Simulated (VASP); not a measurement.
A run of VASP 6.6.1:

Contents of INCAR:

```
SYSTEM = Ni
PREC     = Accurate       ! precision mode
ENCUT    = 520            ! plane-wave cutoff, eV
EDIFF    = 1E-7           ! SCF threshold, eV
ISMEAR   = -1             ! smearing method
SIGMA    = 0.05           ! smearing width, eV
LREAL    = .False.        ! projectors in reciprocal space
LASPH    = .True.         ! aspherical terms in the spheres
NELM     = 150            ! most SCF steps
ALGO     = Normal         ! electronic algorithm
ISIF     = 2              ! what is computed and relaxed
LWAVE    = .False.        ! write WAVECAR
LCHARG   = .False.        ! write CHGCAR
ISPIN    = 2              ! spin polarisation
MAGMOM   = 0.691          ! initial moments
LORBIT   = 11             ! projections on sites
LMAXMIX  = 4              ! l up to which the mixer works
GGA      = RP             ! functional
NBANDS   = 15             ! bands
```

KPOINTS

```
Automatic mesh
0
Gamma
  25 25 25
  0 0 0
```

File POSCAR:

```
Ni
1.0
    0.0000000000      1.8000421231      1.8000421231
    1.8000421231      0.0000000000      1.8000421231
    1.8000421231      1.8000421231      0.0000000000
Ni
1
Direct
    0.0000000000      0.0000000000      0.0000000000
```

Potentials or basis: VASP PAW PBE potentials, release 64 (Ni).

The run is started by

```sh
$ cat potpaw_PBE.64/Ni/POTCAR > POTCAR
$ mpirun -np 1 vasp_std > vasp.out
```

Hardware: 1 thread of Intel(R) Xeon(R) 6975P-C (Granite Rapids), with other jobs on the host.

Task: How long does it take, and how much memory?

Result: It took 75 s on 1 thread of Intel(R) Xeon(R) 6975P-C (Granite Rapids), with other jobs on the host, peak memory 0.23 GiB. Counts: scf iterations 15, k points 455.
